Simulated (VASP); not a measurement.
Write the native input for VASP 6.6.1 that does the following.

```
Task                   : single point
Functional             : PBEsol
Dispersion             : D3(BJ)
Potentials or basis    : VASP PAW PBE potentials, release 64 (W_sv, S)
Cutoff                 : 520 eV
k mesh                 : 12 × 12 × 12
Occupations            : gaussian, width 0.05 eV
Spin                   : no spin polarisation
Dipole correction      : no
Further INCAR settings : ALGO = Normal; EDIFF = 1e-07; NBANDS = 20
```

The structure of WS2 lies in POSCAR:

```
WS2
1.0
    1.5790003843      0.9116362969      6.1633300000
   -1.5790003843      0.9116362969      6.1633300000
    0.0000000000     -1.8232725938      6.1633300000
W S
1 2
Direct
   -0.0274232170     -0.0274232170      0.0548464340
    0.7503000000      0.7503000000      0.7503000000
    0.5810000000      0.5810000000      0.5810000000
```

This cell differs from its parent crystal: atom 1 (W) moved by (-0.150, +0.000) A along y and z.

The input as run:

INCAR

```
PREC = Accurate ; ENCUT = 520
EDIFF = 1E-7 ; ISMEAR = 0
SIGMA = 0.05 ; LREAL = F
LASPH = T ; NELM = 80
ALGO = Normal ; ISIF = 2
LWAVE = F ; LCHARG = F
GGA = PS ; IVDW = 12
NBANDS = 20
```

KPOINTS

```
regular mesh
0
Gamma
  12 12 12
```

Potentials or basis: VASP PAW PBE potentials, release 64 (W_sv, S).

Launch:

```sh
$ cat potpaw_PBE.64/W_sv/POTCAR potpaw_PBE.64/S/POTCAR > POTCAR
$ mpirun -np 1 vasp_std > vasp.out
```

Results of the run:

- Pressure: -2.4 GPa
- Largest force: 3.372 eV/Å
- Band gap on the k mesh: 0.89 eV, indirect (least direct gap 1.53 eV)
- Dispersion energy per atom: -0.384 eV

Caveat: the cell differs from its parent crystal (atom 1 (W) moved by (-0.150, +0.000) A along y and z); the PAW data sets were made with another functional, which shifts forces and pressure a little; spin-orbit coupling is left out, which moves the levels of the heavy elements.

It took 9.6 min on 1 thread of Intel(R) Xeon(R) Platinum 8559C (Emerald Rapids), with other jobs on the host, peak memory 0.66 GiB.
